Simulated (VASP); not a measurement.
A run of VASP 6.6.1 is set up as follows.

INCAR

```
ALGO     = Normal         # electronic algorithm
EDIFF    = 1E-6           # SCF threshold, eV
EDIFFG   = -0.002         # ionic threshold
ENCUT    = 600            # plane-wave cutoff, eV
GGA      = PE             # functional
IBRION   = 2              # ionic algorithm
ISIF     = 3              # what is computed and relaxed
ISMEAR   = 0              # smearing method
LASPH    = T              # aspherical terms in the spheres
LCHARG   = F              # write CHGCAR
LREAL    = F              # projectors in reciprocal space
LWAVE    = F              # write WAVECAR
NELM     = 80             # most SCF steps
NSW      = 100            # ionic steps
PREC     = Accurate       # precision mode
SIGMA    = 0.02           # smearing width, eV
```

File KPOINTS:

```
k-points
0
Gamma
  8 8 8
```

The input POSCAR:

```
CdS
1.0
    0.0000000000      2.9429534600      2.9429534600
    2.9429534600      0.0000000000      2.9429534600
    2.9429534600      2.9429534600      0.0000000000
Cd S
1 1
Direct
    0.0000000000      0.0000000000      0.0000000000
    0.7500000000      0.7500000000      0.7500000000
```

Potentials or basis: VASP PAW PBE potentials, release 64 (Cd, S).

The run is started by

```sh
$ cat potpaw_PBE.64/Cd/POTCAR potpaw_PBE.64/S/POTCAR > POTCAR
$ mpirun -np 1 vasp_std > vasp.out
```

Question: What does it give for the space group after relaxing (to 0.05 Å)?

Answer: F-43m (No. 216).

Question: What does it give for the band gap on the k mesh?

Answer: 1.03 eV, direct.

Question: What does it give for the relaxed cell?

Answer: a = 4.197 Å, b = 4.197 Å, c = 4.197 Å, α = 60.00°, β = 60.00°, γ = 60.00°.

Final structure:
```
CELL_PARAMETERS angstrom
0.00000 2.96794 2.96794
2.96794 0.00000 2.96794
2.96794 2.96794 0.00000
ATOMIC_POSITIONS crystal
Cd 0.00000 0.00000 0.00000
S 0.75000 0.75000 0.75000
```

Expect the measured gap to be larger: semilocal functionals such as PBE lack the derivative discontinuity.
